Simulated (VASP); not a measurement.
LiF: single point with LDA

LiF:

```
Li F
1.0
     0.00000    1.97372    2.01400
     2.01400    0.00000    2.01400
     2.01400    1.97372    0.00000
Li F
1 1
Direct
  0.00000 0.00000 0.00000
  0.50000 0.50000 0.50000
```

This cell differs from its parent crystal: strain -0.0200 x Voigt [0, 1, 0, 0, 0, 0].

```
Program                : VASP 6.6.1
Task                   : single point
Functional             : LDA
Potentials or basis    : VASP PAW LDA potentials, release 64 (Li_sv, F)
Cutoff                 : 520 eV
k mesh                 : 10 × 10 × 10
Occupations            : gaussian, width 0.05 eV
Spin                   : no spin polarisation
Dipole correction      : no
Further INCAR settings : ALGO = Normal; EDIFF = 1e-06; NBANDS = 12
```

```
Band gap on the k mesh : 9.00 eV, direct
```

Levels at points of the mesh, in eV from the valence-band top:
```
           k point  band 3  band 4  band 5  band 6  band 7  band 8
(0.00, 0.00, 0.00)   -0.05    0.00    0.00    9.00   23.54   23.54
(0.50, 0.00, 0.00)   -2.66   -0.28   -0.23   10.46   16.60   18.37
(0.50, 0.50, 0.00)   -3.23   -1.13   -0.99   14.46   16.20   17.35
(0.50, 0.00, 0.50)   -3.21   -1.12   -1.12   14.84   15.92   17.39
```

Run time: 8.7 s on 1 thread of Intel(R) Xeon(R) Platinum 8488C (Sapphire Rapids), with other jobs on the host, peak memory 0.13 GiB.

Caveat: the cell differs from its parent crystal (strain -0.0200 x Voigt [0, 1, 0, 0, 0, 0]). A k mesh can miss the band edges.
